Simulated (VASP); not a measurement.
# ZrB2 (P6/mmm) in VASP: further runs

The runs below take ZrB2 through single point, with PBE.

All numbers are computed with VASP 6.6.1; they aren't measurements. Logs are shortened: lines on timing, memory, paths and dates and some standing lists are left out, and cuts for length are marked.

### 1 The cell of the first run

The structure is hexagonal, space group P6/mmm (No. 191). Conventional cell: a = 3.154 Å, b = 3.154 Å, c = 3.508 Å, α = 90.00°, β = 90.00°, γ = 120.00°. Within 3.3 Å of Zr (site symmetry 6/mmm) lie 12 B at 2.53 Å and 6 Zr at 3.15 Å. B (site symmetry -6m2) has 3 B at 1.82 Å within 2.4 Å.

### 2 Single point, PBE (volume scaled by 0.99)

Contents of INCAR:

```
SYSTEM = ZrB2
PREC = Accurate ; ENCUT = 520
EDIFF = 1E-6 ; ISMEAR = -1
SIGMA = 0.05 ; LREAL = .FALSE.
LASPH = .TRUE. ; NELM = 60
ALGO = Normal ; ISIF = 2
LWAVE = .FALSE. ; LCHARG = .FALSE.
GGA = PE ; NBANDS = 16
```

Contents of KPOINTS:

```
Automatic mesh
0
G
  12 12 9
  0 0 0
```

Contents of POSCAR:

```
ZrB2
1.0
    3.1544144627      0.0000000000      0.0000000000
   -1.5772072314      2.7318030588      0.0000000000
    0.0000000000      0.0000000000      3.5082273368
Zr B
1 2
Direct
    0.0000000000      0.0000000000      0.0000000000
    0.3333333333      0.6666666667      0.5000000000
    0.6666666667      0.3333333333      0.5000000000
```

Potentials or basis: VASP PAW PBE potentials, release 64 (Zr_sv, B).

Command:

```console
$ cat potpaw_PBE.64/Zr_sv/POTCAR potpaw_PBE.64/B/POTCAR > POTCAR
$ mpirun -np 1 vasp_std > vasp.out
```

OUTCAR:

```text
SYSTEM = ZrB2
   PREC = Accurate
   ENCUT = 520
   EDIFF = 1E-6
   ISMEAR = -1
   LREAL = .FALSE.
   LASPH = .TRUE.
   NELM = 60
   ISIF = 2
   GGA = PE

 ion  position               nearest neighbor table
   1  0.000  0.000  0.000-   2 2.53   3 2.53   2 2.53   3 2.53   3 2.53   3 2.53   2 2.53   2 2.53
                             3 2.53   3 2.53   2 2.53   2 2.53
   2  0.333  0.667  0.500-   3 1.82   3 1.82   3 1.82   1 2.53   1 2.53   1 2.53   1 2.53   1 2.53
                             1 2.53
   3  0.667  0.333  0.500-   2 1.82   2 1.82   2 1.82   1 2.53   1 2.53   1 2.53   1 2.53   1 2.53
                             1 2.53

  LATTYP: Found a hexagonal cell.
 ALAT       =     3.1544144627
 C/A-ratio  =     1.1121643583

  Lattice vectors:

 A1 = (   3.1544144627,   0.0000000000,   0.0000000000)
 A2 = (  -1.5772072314,   2.7318030588,   0.0000000000)
 A3 = (   0.0000000000,   0.0000000000,   3.5082273368)

Analysis of symmetry for initial positions (statically):
=====================================================================
 Subroutine PRICEL returns:
 Original cell was already a primitive cell.

 Routine SETGRP: Setting up the symmetry group for a
 hexagonal supercell.

 Subroutine GETGRP returns: Found 24 space group operations
 (whereof 24 operations were pure point group operations)
 out of a pool of 24 trial point group operations.

The static configuration has the point symmetry D_6h.

Analysis of symmetry for dynamics (positions and initial velocities):
=====================================================================
 Subroutine PRICEL returns:
 Original cell was already a primitive cell.

 Routine SETGRP: Setting up the symmetry group for a
 hexagonal supercell.

 Subroutine GETGRP returns: Found 24 space group operations
 (whereof 24 operations were pure point group operations)
 out of a pool of 24 trial point group operations.

The dynamic configuration has the point symmetry D_6h.

 Subroutine INISYM returns: Found 24 space group operations
 (whereof 24 operations are pure point group operations),
 and found     1 'primitive' translations

----------------------------------------------------------------------------------------

                                     Primitive cell

  volume of cell :      30.2312

  direct lattice vectors                    reciprocal lattice vectors
     3.154414463  0.000000000  0.000000000     0.317016046  0.183029299  0.000000000
[... 82 lines left out ...]
   ISPIN  =      1    spin polarized calculation?
   LNONCOLLINEAR =      F non collinear calculations
   LSORBIT =      F    spin-orbit coupling
   LASPH  =      T    aspherical Exc in radial PAW
   ENCUT  =  520.0 eV  38.22 Ry    6.18 a.u.   5.87  5.87  6.52*2*pi/ulx,y,z
   NELM   =     60;   NELMIN=  2; NELMDL= -5     # of ELM steps
   EDIFF  = 0.1E-05   stopping-criterion for ELM
   LREAL  =      F    real-space projection
   EDIFFG = 0.1E-04   stopping-criterion for IOM
   NSW    =      0    number of steps for IOM
   IBRION =     -1    ionic relax: 0-MD 1-quasi-New 2-CG
   NFREE  =      0    steps in history (QN), initial steepest desc. (CG)
   ISIF   =      2    stress and relaxation
   ISYM   =      2    0-nonsym 1-usesym 2-fastsym
   POTIM  = 0.5000    time-step for ionic-motion
   TEBEG  =    0.0;   TEEND  =   0.0 temperature during run
   PSTRESS=    0.0 pullay stress
   NELECT =      18.0000    total number of electrons
   NUPDOWN=      -1.0000    fix difference up-down
   EMIN   =  10.00;   EMAX   =-10.00  energy-range for DOS
   EFERMI =   0.00;   METHOD = LEGACY
   ISMEAR =    -1;   SIGMA  =   0.05  broadening in eV -4-tet -1-fermi 0-gaus
   EFERMI_NEDOS =   21; number of points for ismear=-14 and -15
   IALGO  =     38    algorithm
   IMIX   =      4    mixing-type and parameters
     AMIX     =   0.40;   BMIX     =  1.00
     AMIX_MAG =   1.60;   BMIX_MAG =  1.00
  volume/ion in A,a.u.               =      10.08        68.00
  Fermi-wavevector in a.u.,A,eV,Ry     =   1.377253  2.602631 25.807880  1.896826
  Thomas-Fermi vector in A             =   2.502423
   LORBIT       =      0    0 simple, 1 ext, 2 COOP (PROOUT), +10 PAW based schemes
   GGA     = PE    functional components
   LHFCALC =     F    Hartree Fock is set to
   AEXX    =    0.0000 exact exchange contribution
   IVDW    =     0    specifies the selected vdW correction
   LEPSILON=     F    determine dielectric tensor
   LRPA    =     F    only Hartree local field effects (RPA)
 non-spin polarized calculation
  energy-cutoff  :      520.00
  volume of cell :       30.23
 maximum number of plane-waves:       832
 NGX is ok and might be reduce to    24
   NGX = 11   NGY = 11   NGZ = 13

 number of electron      18.0000000 magnetization

 Free energy of the ion-electron system (eV)
  ---------------------------------------------------
  ext. energy  EPLUGINS =         0.00000000
  ---------------------------------------------------
  free energy    TOTEN  =       -24.97154451 eV

  energy without entropy =      -24.96964755  energy(sigma->0) =      -24.97059603

 E-fermi :  10.7961     XC(G=0): -12.5231

 val. band max:       10.7915113744   @ k =   0.1667   0.1667   0.1111
 cond. band min:      10.8688577456   @ k =   0.1667   0.1667   0.2222
 fundamental gap:      0.0773463711
 Fermi energy:        10.7961169724

 k-point     1 :       0.0000    0.0000    0.0000
  band No.  band energies     occupation
      1     -37.8608      2.00000
      2     -16.0565      2.00000
      3     -15.4818      2.00000
      4     -15.4818      2.00000
      5      -2.0909      2.00000
      6       8.0363      2.00000
[... 433 lines left out ...]
      3     -15.9590      2.00000
      4     -15.6467      2.00000
      5      -0.0097      2.00000
      6       4.2017      2.00000
[... 8 lines left out ...]
     15      18.5380      0.00000
     16      21.4864      0.00000

 [... further k-points ...]
[... 5 lines left out ...]
  --------------------------------------------------------------------------------------
  -------------------------------------------------------------------------------------
  Total        0.8782013      0.8782013      1.1314435     -0.0000000      0.0000000     -0.0000000
  in kB       46.5423998     46.5423998     59.9635858     -0.0000000      0.0000000     -0.0000000
  external PRESSURE =      51.0161285 kB  Pullay stress =       0.0000000 kB

 VOLUME and BASIS-vectors are now :
 -----------------------------------------------------------------------------
  energy-cutoff  :      520.00
  volume of cell :       30.23
      direct lattice vectors                 reciprocal lattice vectors
     3.154414463  0.000000000  0.000000000     0.317016046  0.183029299  0.000000000
    -1.577207231  2.731803059  0.000000000     0.000000000  0.366058599  0.000000000
     0.000000000  0.000000000  3.508227337     0.000000000  0.000000000  0.285044241

 POSITION                                       TOTAL-FORCE (eV/Angst)
 -----------------------------------------------------------------------------------
      0.00000      0.00000      0.00000        -0.000000     -0.000000      0.000000
     -0.00000      1.82120      1.75411        -0.000000      0.000000      0.000000
      1.57721      0.91060      1.75411         0.000000      0.000000      0.000000
 -----------------------------------------------------------------------------------
    total drift:                               -0.000000      0.000000     -0.000000

  FREE ENERGIE OF THE ION-ELECTRON SYSTEM (eV)
  ---------------------------------------------------
  free  energy   TOTEN  =       -24.9715445068 eV

  energy  without entropy=      -24.9696475508  energy(sigma->0) =      -24.97059603
```

It took 18 s on 1 thread of Intel Xeon 6975P-C (Granite Rapids), shared host; peak memory 0.16 GiB.

What came out:

```
Free energy            : -24.9715 eV
Pressure               : 5.1 GPa
Band gap on the k mesh : zero (band 9 reaches 11.48 eV, above the bottom of band 10 at 10.17 eV)
```

Levels at points of the mesh, in eV from the Fermi level:
```csv
k point,band 5,band 6,band 7,band 8,band 9,band 10,band 11,band 12,band 13,band 14
"(0.00, 0.00, 0.00)",-12.89,-2.76,-2.76,-2.70,-2.40,3.39,3.39,4.20,4.20,4.86
"(0.50, 0.00, 0.00)",-9.12,-8.60,-4.02,-3.16,-2.81,2.19,2.27,4.94,5.03,6.55
```

(Continued in part 2 of 3.)
